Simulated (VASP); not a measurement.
# HfB2 in VASP: a series of runs, part 2 of 2

VASP 6.6.1. Earlier steps stand in the parts before.

**4. Relaxation of cell and atoms, PBE**

File INCAR:

```
SYSTEM = HfB2
PREC = Accurate
ENCUT = 600
EDIFF = 1E-6
ISMEAR = 0
SIGMA = 0.1
LREAL = .False.
LASPH = .True.
NELM = 60
ALGO = Normal
ISIF = 3
LWAVE = .False.
LCHARG = .False.
GGA = PE
IBRION = 2
NSW = 90
EDIFFG = -0.04
```

File KPOINTS:

```
Automatic mesh
0
Gamma
  6 6 6
  0 0 0
```

File POSCAR:

```
HfB2
1.0
    3.3549598409      0.0000000000      0.0000000000
    0.0000000000      3.3549598409      0.0000000000
    0.0000000000      0.0000000000      3.1740220892
Hf B
1 2
Direct
    0.5000000000      0.5000000000      0.5000000000
    0.0000000000      0.0000000000      0.5000000000
    0.0000000000      0.0000000000      0.0000000000
```

Potentials or basis: VASP PAW PBE potentials, release 64 (Hf_pv, B).

Started as:

```
$ cat potpaw_PBE.64/Hf_pv/POTCAR potpaw_PBE.64/B/POTCAR > POTCAR
$ mpirun -np 1 vasp_std > vasp.out
```

OUTCAR:

```text
SYSTEM = HfB2
   PREC = Accurate
   ENCUT = 600
   EDIFF = 1E-6
   ISMEAR = 0
   LREAL = .False.
   LASPH = .True.
   NELM = 60
   ISIF = 3
   GGA = PE
   IBRION = 2
   NSW = 90
   EDIFFG = -0.04

 ion  position               nearest neighbor table
   1  0.500  0.500  0.500-   2 2.37   2 2.37   2 2.37   2 2.37   3 2.85   3 2.85   3 2.85   3 2.85
                             3 2.85   3 2.85   3 2.85   3 2.85
   2  0.000  0.000  0.500-   3 1.59   3 1.59   1 2.37   1 2.37   1 2.37   1 2.37
   3  0.000  0.000  0.000-   2 1.59   2 1.59   1 2.85   1 2.85   1 2.85   1 2.85   1 2.85   1 2.85
                             1 2.85   1 2.85

  LATTYP: Found a simple tetragonal cell.
 ALAT       =     3.3549598409
 C/A-ratio  =     0.9460685790

  Lattice vectors:

 A1 = (   3.3549598409,   0.0000000000,   0.0000000000)
 A2 = (   0.0000000000,   3.3549598409,   0.0000000000)
 A3 = (   0.0000000000,   0.0000000000,   3.1740220892)

Analysis of symmetry for initial positions (statically):
=====================================================================
 Subroutine PRICEL returns:
 Original cell was already a primitive cell.

 Routine SETGRP: Setting up the symmetry group for a
 simple tetragonal supercell.

 Subroutine GETGRP returns: Found 16 space group operations
 (whereof 16 operations were pure point group operations)
 out of a pool of 16 trial point group operations.

[... 176 lines left out ...]
  external PRESSURE =       0.0295512 kB  Pullay stress =       0.0000000 kB
[... 61 lines left out ...]
--------------------------------------- Ionic step        3  -------------------------------------------

 number of electron      15.9999999 magnetization

 Free energy of the ion-electron system (eV)
  ---------------------------------------------------
  ext. energy  EPLUGINS =         0.00000000
  ---------------------------------------------------
  free energy    TOTEN  =       -24.07857482 eV

  energy without entropy =      -24.06881590  energy(sigma->0) =      -24.07369536

 E-fermi :   5.3868     XC(G=0): -11.5927

 val. band max:        5.3514169077   @ k =   0.3333   0.3333   0.3333
 cond. band min:       5.4265098407   @ k =   0.5000   0.3333   0.1667
 fundamental gap:      0.0750929330
 Fermi energy:         5.3867727688

 k-point     1 :       0.0000    0.0000    0.0000
  band No.  band energies     occupation
      1     -24.9051      2.00000
      2     -24.9051      2.00000
      3     -24.7112      2.00000
      4      -6.5692      2.00000
      5       1.2651      2.00000
      6       3.4289      2.00000
      7       3.9717      2.00000
      8       4.0235      2.00000
      9       4.0235      2.00000
     10       8.5769      0.00000
     11       9.8185      0.00000
     12       9.8575      0.00000
[... 331 lines left out ...]
 k-point    24 :       0.5000    0.0000    0.3333
  band No.  band energies     occupation
      1     -25.1630      2.00000
      2     -24.9895      2.00000
      3     -24.8379      2.00000
      4      -3.6317      2.00000
      5      -1.1575      2.00000
      6       0.1051      2.00000
      7       2.9193      2.00000
      8       4.3922      2.00000
      9       8.0938      0.00000
     10       8.5183      0.00000
     11       8.9063      0.00000
     12      10.3177      0.00000

 [... further k-points ...]
[... 5 lines left out ...]
  --------------------------------------------------------------------------------------
  -------------------------------------------------------------------------------------
  Total       -0.0521493     -0.0521493     -0.0458894      0.0000000     -0.0000000     -0.0000000
  in kB       -2.3386735     -2.3386735     -2.0579427      0.0000000     -0.0000000     -0.0000000
  external PRESSURE =      -2.2450965 kB  Pullay stress =       0.0000000 kB
[... 18 lines left out ...]
  FREE ENERGIE OF THE ION-ELECTRON SYSTEM (eV)
  ---------------------------------------------------
  free  energy   TOTEN  =       -24.0785748174 eV

  energy  without entropy=      -24.0688158968  energy(sigma->0) =      -24.07369536

 reached required accuracy - stopping structural energy minimisation
```

It took 43 s on 1 thread of Intel Xeon Platinum 8259CL at 2.50GHz (Skylake/Cascade Lake), shared host; peak memory 0.17 GiB.

What came out:

* Free energy: -24.0786 eV
* Energy gained by relaxing: 0.2 meV/atom
* Ionic steps: 3
* Pressure after relaxing: -0.2 GPa
* Band gap on the k mesh: zero (band 8 reaches 5.56 eV, above the bottom of band 9 at 4.02 eV)

Step by step:
```csv
step,energy change (eV),largest force (eV/Å),pressure (GPa),volume (Å³)
1,0.0000,0.0000,0.00,35.73
2,-0.0002,0.0000,-0.41,35.73
3,-0.0007,0.0000,-0.22,35.73
```

Final structure:
```
Hf B
1.0
     3.35010    0.00000    0.00000
     0.00000    3.35010    0.00000
     0.00000    0.00000    3.18327
Hf B
1 2
Direct
  0.50000 0.50000 0.50000
  0.00000 0.00000 0.50000
  0.00000 0.00000 0.00000
```

Levels at points of the mesh, in eV from the Fermi level:
```tsv
k point	band 4	band 5	band 6	band 7	band 8	band 9	band 10	band 11	band 12
(0.00, 0.00, 0.00)	-11.96	-4.12	-1.96	-1.42	-1.36	-1.36	3.19	4.43	4.47
(0.50, 0.00, 0.00)	-9.72	-6.93	-4.43	-3.58	-1.10	4.61	4.81	4.89	4.98
(0.50, 0.50, 0.00)	-10.14	-4.04	-4.04	-3.72	-1.12	2.66	2.66	3.80	5.68
(0.00, 0.00, 0.50)	-9.66	-8.48	-0.45	-0.40	-0.40	1.88	1.88	3.61	4.77
(0.50, 0.00, 0.50)	-8.45	-7.48	-4.24	-1.98	-1.86	2.22	2.36	2.85	5.16
(0.50, 0.50, 0.50)	-8.51	-6.96	-3.62	-3.62	-0.44	-0.44	5.53	5.87	6.01
```

Caveat: spin-orbit coupling is left out, which moves the levels of the heavy elements.

**5. Single point, PBE**

File INCAR:

```
  PREC = Accurate
  ENCUT = 520
  EDIFF = 1E-6
  ISMEAR = 0
  SIGMA = 0.1
  LREAL = False
  LASPH = True
  NELM = 80
  ALGO = Normal
  ISIF = 2
  LWAVE = False
  LCHARG = False
  GGA = PE
  NBANDS = 15
```

File KPOINTS:

```
Automatic mesh
0
Gamma
  14 14 14
```

File POSCAR:

```
HfB2
1.0
    3.3529712478      0.0000000000      0.0000000000
    0.0000000000      3.3529712478      0.0000000000
    0.0000000000      0.0000000000      3.1813220623
Hf B
1 2
Direct
    0.5000000000      0.5000000000      0.5000000000
    0.0000000000      0.0000000000      0.5000000000
    0.0000000000      0.0000000000      0.0000000000
```

Potentials or basis: VASP PAW PBE potentials, release 64 (Hf_pv, B).

Started as:

```
$ cat potpaw_PBE.64/Hf_pv/POTCAR potpaw_PBE.64/B/POTCAR > POTCAR
$ mpirun -np 1 vasp_std > vasp.out
```

OUTCAR:

```text
PREC = Accurate
   ENCUT = 520
   EDIFF = 1E-6
   ISMEAR = 0
   LREAL = False
   LASPH = True
   NELM = 80
   ISIF = 2
   GGA = PE

 ion  position               nearest neighbor table
   1  0.500  0.500  0.500-   2 2.37   2 2.37   2 2.37   2 2.37   3 2.86   3 2.86   3 2.86   3 2.86
                             3 2.86   3 2.86   3 2.86   3 2.86
   2  0.000  0.000  0.500-   3 1.59   3 1.59   1 2.37   1 2.37   1 2.37   1 2.37
   3  0.000  0.000  0.000-   2 1.59   2 1.59   1 2.86   1 2.86   1 2.86   1 2.86   1 2.86   1 2.86
                             1 2.86   1 2.86

  LATTYP: Found a simple tetragonal cell.
 ALAT       =     3.3529712478
 C/A-ratio  =     0.9488068424
[... 622 lines left out ...]

 [... further k-points ...]
[... 5 lines left out ...]
  --------------------------------------------------------------------------------------
  -------------------------------------------------------------------------------------
  Total       -0.0813542     -0.0813542     -0.0893326      0.0000000      0.0000000      0.0000000
  in kB       -3.6443764     -3.6443764     -4.0017804      0.0000000      0.0000000      0.0000000
  external PRESSURE =      -3.7635110 kB  Pullay stress =       0.0000000 kB

 VOLUME and BASIS-vectors are now :
 -----------------------------------------------------------------------------
  energy-cutoff  :      520.00
  volume of cell :       35.77
      direct lattice vectors                 reciprocal lattice vectors
     3.352971248  0.000000000  0.000000000     0.298242939  0.000000000  0.000000000
     0.000000000  3.352971248  0.000000000     0.000000000  0.298242939  0.000000000
     0.000000000  0.000000000  3.181322062     0.000000000  0.000000000  0.314334726

 POSITION                                       TOTAL-FORCE (eV/Angst)
 -----------------------------------------------------------------------------------
      1.67649      1.67649      1.59066         0.000000      0.000000      0.000000
      0.00000      0.00000      1.59066         0.000000      0.000000      0.000000
      0.00000      0.00000      0.00000         0.000000      0.000000      0.000000
 -----------------------------------------------------------------------------------
    total drift:                                0.000000      0.000000      0.000000

  FREE ENERGIE OF THE ION-ELECTRON SYSTEM (eV)
  ---------------------------------------------------
  free  energy   TOTEN  =       -24.1004292667 eV

  energy  without entropy=      -24.0941092016  energy(sigma->0) =      -24.09726923
```

Run time: 1.7 min. Hardware: 1 thread of Intel Xeon Platinum 8259CL at 2.50GHz (Skylake/Cascade Lake), shared host; peak memory 0.27 GiB.

Results:

* Free energy: -24.1004 eV
* Pressure: -0.4 GPa
* Band gap on the k mesh: zero (band 8 reaches 5.90 eV, above the bottom of band 9 at 4.02 eV)

Caveat: spin-orbit coupling is left out, which moves the levels of the heavy elements.

**6. Relaxation of cell and atoms, PBE**

File INCAR:

```
PREC     = Accurate       # precision mode
ENCUT    = 600            # plane-wave cutoff, eV
EDIFF    = 1E-7           # SCF threshold, eV
ISMEAR   = 0              # smearing method
SIGMA    = 0.1            # smearing width, eV
LREAL    = False          # projectors in reciprocal space
LASPH    = True           # aspherical terms in the spheres
NELM     = 80             # most SCF steps
ALGO     = Normal         # electronic algorithm
ISIF     = 3              # what is computed and relaxed
LWAVE    = False          # write WAVECAR
LCHARG   = False          # write CHGCAR
GGA      = PE             # functional
IBRION   = 2              # ionic algorithm
NSW      = 100            # ionic steps
EDIFFG   = -0.01          # ionic threshold
```

KPOINTS is that of step 5.

File POSCAR:

```
HfB2
1.0
    3.3515714183      0.0000000000      0.0000000000
    0.0000000000      3.3515714183      0.0000000000
    0.0000000000      0.0000000000      3.1840928100
Hf B
1 2
Direct
    0.5000000000      0.5000000000      0.5000000000
    0.0000000000      0.0000000000      0.5000000000
    0.0000000000      0.0000000000      0.0000000000
```

Potentials or basis: VASP PAW PBE potentials, release 64 (Hf_pv, B).

Started as:

```
$ cat potpaw_PBE.64/Hf_pv/POTCAR potpaw_PBE.64/B/POTCAR > POTCAR
$ mpirun -np 1 vasp_std > vasp.out
```

It took 4.1 min on 1 thread of Intel Xeon Platinum 8259CL at 2.50GHz (Skylake/Cascade Lake), shared host; peak memory 0.3 GiB.

It converged, with:

```
Free energy                            : -24.1031 eV
Relaxed volume                         : 11.90 Å³/atom
Relaxed cell                           : a = 3.350 Å, b = 3.350 Å, c = 3.179 Å, α = 90.00°, β = 90.00°, γ = 90.00°
Space group after relaxing (to 0.05 Å) : P4/mmm (No. 123)
Energy gained by relaxing              : 0.1 meV/atom
Ionic steps                            : 3
Pressure after relaxing                : 0.0 GPa
Band gap on the k mesh                 : zero (band 8 reaches 5.92 eV, above the bottom of band 9 at 4.03 eV)
```

Step by step:
| step | energy change (eV) | largest force (eV/Å) | pressure (GPa) | volume (Å³) |
| --- | --- | --- | --- | --- |
| 1 | 0.0000 | 0.0000 | -0.45 | 35.77 |
| 2 | 0.0001 | 0.0000 | 0.55 | 35.59 |
| 3 | -0.0002 | 0.0000 | -0.01 | 35.69 |

Final structure:
```yaml
crystal:
  lattice:
    - [3.35045, 0.00000, 0.00000]
    - [0.00000, 3.35045, 0.00000]
    - [0.00000, 0.00000, 3.17932]
  atoms:
    - { symbol: Hf, position: [0.50000, 0.50000, 0.50000] }
    - { symbol: B, position: [0.00000, 0.00000, 0.50000] }
    - { symbol: B, position: [0.00000, 0.00000, 0.00000] }
```

Levels at points of the mesh, in eV from the Fermi level:
```
           k point  band 6  band 7  band 8  band 9  band 10  band 11
(0.00, 0.00, 0.00)   -1.95   -1.36   -1.32   -1.32     3.25     4.48
(0.50, 0.00, 0.00)   -4.38   -3.53   -1.09    4.66     4.84     4.92
(0.50, 0.50, 0.00)   -4.00   -3.67   -1.14    2.70     2.70     3.88
(0.00, 0.00, 0.50)   -0.39   -0.38   -0.38    1.95     1.95     3.68
(0.50, 0.00, 0.50)   -4.17   -1.96   -1.80    2.23     2.39     2.87
(0.50, 0.50, 0.50)   -3.60   -3.60   -0.37   -0.37     5.53     5.91
```

Caveat: spin-orbit coupling is left out, which moves the levels of the heavy elements.

**7. Summary**

| task | cell | k mesh | cutoff (eV) | gap on the mesh (eV) | pressure (GPa) | relaxed volume (Å³/atom) |
| --- | --- | --- | --- | --- | --- | --- |
| single point | a = 3.352, b = 3.352, c = 3.184 Å, 3 atoms | 6 × 6 × 6 | 520 | none | -0.4 | - |
| single point | a = 6.348, b = 3.355, c = 3.355 Å, 6 atoms | 4 × 4 × 4 | 520 | none | -0.4 | - |
| relaxation of cell and atoms | relaxed from a = 3.355, b = 3.355, c = 3.174 Å, 3 atoms | 6 × 6 × 6 | 600 | none | -0.2 | 11.91 |
| single point | a = 3.353, b = 3.353, c = 3.181 Å, 3 atoms | 14 × 14 × 14 | 520 | none | -0.4 | - |
| relaxation of cell and atoms | relaxed from a = 3.352, b = 3.352, c = 3.184 Å, 3 atoms | 14 × 14 × 14 | 600 | none | 0.0 | 11.90 |

Alike in all rows: level PBE; potentials or basis VASP PAW PBE potentials, release 64 (Hf_pv, B); no spin polarisation; smearing gaussian 0.1 eV.

Caveats: some runs use coarse meshes; spin-orbit coupling is left out, which moves the levels of the heavy elements.

Total energies depend on the potentials used, so only differences within one code and one set of settings carry meaning.
